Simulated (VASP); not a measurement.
Here is a VASP 6.6.1 calculation.

Contents of INCAR:

```
SYSTEM = Zr2Ge2W
ALGO = Normal
EDIFF = 1E-6
ENCUT = 520
GGA = PE
ISIF = 2
ISMEAR = 0
LASPH = .TRUE.
LCHARG = .FALSE.
LREAL = .FALSE.
LWAVE = .FALSE.
NBANDS = 41
NELM = 80
PREC = Accurate
SIGMA = 0.1
```

Contents of KPOINTS:

```
k-points
0
G
  6 6 2
  0 0 0
```

Contents of POSCAR:

```
Zr2Ge2W
1.0
    3.2413612600      0.0000000000      0.0000000000
   -1.6206806300      2.8071011900      0.0000000000
    0.0000000000      0.0000000000      8.7018039400
Zr Ge W
2 2 1
Direct
    0.6666666700      0.3333333300      0.8658250600
    0.3333333300      0.6666666700      0.1341749400
    0.3333333300      0.6666666700      0.6841193400
    0.6666666700      0.3333333300      0.3158806600
    0.0000000000      0.0000000000      0.0000000000
```

Potentials or basis: VASP PAW PBE potentials, release 64 (Zr_sv, Ge_d, W_sv).

Run with:

```bash
$ cat potpaw_PBE.64/Zr_sv/POTCAR potpaw_PBE.64/Ge_d/POTCAR potpaw_PBE.64/W_sv/POTCAR > POTCAR
$ mpirun -np 1 vasp_std > vasp.out
```

(1) What does it give for the band gap on the k mesh?

(2) Estimate the largest force.

(3) What does it give for the pressure?

## Answers

(1) zero (bands 33 and 34 overlap by 1.16 eV).

(2) 12.303 eV/Å.

(3) 116.4 GPa.

Caveat: the k points lie up to 0.37 Å⁻¹ apart, too coarse for converged energies and pressures of a metal; spin-orbit coupling is left out, which moves the levels of the heavy elements; forces of over 1 eV/Å act on the atoms, so gaps and moduli don't describe the material at rest.
